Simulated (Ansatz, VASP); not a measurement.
BP: VASP beside Ansatz

Contents of POSCAR:

```
BP
1.0
    2.7080526438      0.0000000000      0.0000000000
    0.0000000000      2.7080526438      0.0000000000
    0.0000000000      0.0000000000      2.7080526438
B P
1 1
Direct
    0.0000000000      0.0000000000      0.0000000000
    0.5000000000      0.5000000000      0.5000000000
```

File INCAR.step1:

```
SYSTEM = BP
PREC = Accurate
ENCUT = 520
ISMEAR = -1
SIGMA = 0.02
LREAL = .False.
LASPH = .True.
NELM = 80
NBANDS = 11
GGA = PE
ALGO = Normal
EDIFF = 1E-4
LWAVE = .True.
LCHARG = .False.
```

The input INCAR.step2:

```
SYSTEM = BP
PREC = Accurate
ENCUT = 520
EDIFF = 1E-6
ISMEAR = -1
SIGMA = 0.02
LREAL = .False.
LASPH = .True.
NELM = 80
ALGO = Normal
ISIF = 2
LWAVE = .False.
LCHARG = .False.
METAGGA = R2SCAN
LMIXTAU = .True.
LUSE_VDW = .True.
IVDW_NL = 2
BPARAM = 11.95
CPARAM = 0.0093
NBANDS = 11
ISTART = 1
```

The input KPOINTS:

```
Automatic mesh
0
Gamma
  6 6 6
  0 0 0
```

Input for Ansatz:

```yaml
crystal:
  lattice:
    - [2.7080526438, 0.0, 0.0]
    - [0.0, 2.7080526438, 0.0]
    - [0.0, 0.0, 2.7080526438]
  atoms:
    - { symbol: B, position: [0.0, 0.0, 0.0] }
    - { symbol: P, position: [0.5, 0.5, 0.5] }
kpoints:
  mp_grid: { grid: [6, 6, 6] }
hamiltonian:
  xc: r2scan
  dispersion: rvv10
scf:
  occupations: { method: fermi_dirac, width: 0.02 }
  n_extra_bands: 4
output:
  forces: true
  stress: true
  eigenvalues: true
```

Alike in both runs: task single point; functional r2SCAN; dispersion rVV10; k mesh 6 × 6 × 6; occupations fermi-dirac, width 0.02 eV; no spin polarisation.

```csv
,VASP,Ansatz
version,VASP 6.6.1,Ansatz 0.2.0
potentials or method,"VASP PAW PBE potentials, release 64 (B, P)",plane waves
plane-wave cutoff (eV),520,500
valence electrons in the cell,8,8
```

|  | VASP | Ansatz | Ansatz less VASP |
| --- | --- | --- | --- |
| pressure (GPa) | 3.4 | 3.5 | +0.11 |

VASP's potentials were made for PBE, not for r2SCAN.

The k mesh is coarse, so the values compare programs but aren't converged.
